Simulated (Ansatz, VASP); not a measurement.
One calculation of SiSe, two programs

```
Si Se
1.0
     3.59520    0.00000    0.00000
    -1.79760    3.11353    0.00000
     0.00000    0.00000    3.59873
Si Se
1 1
Direct
  0.66667 0.33333 0.50000
  0.00000 0.00000 0.00000
```

Alike in both runs: functional PBE; k mesh 18 × 18 × 16; occupations gaussian, width 0.1 eV; no spin polarisation.

Ansatz relaxed the structure, and its values are those at the end. VASP's run is a single point on that final structure, the one shown.

|  | VASP | Ansatz |
| --- | --- | --- |
| version | VASP 6.6.1 | Ansatz 0.2.0 |
| potentials or method | VASP PAW PBE potentials, release 64 (Si, Se), cutoff 520 eV | scalar-relativistic, plane waves, PAW |
| valence electrons in the cell | 10 | 20 |

```csv
,VASP,Ansatz,Ansatz less VASP
gap on the k mesh at the Fermi level (eV),none,none,-
pressure (GPa),0.0,0.0,-0.04
```

A gap of «none» marks a metal or a gap that the smearing closes. VASP's potentials hold 10 valence electrons a cell and Ansatz's 20, so a difference there can come from the potentials and not from the codes.
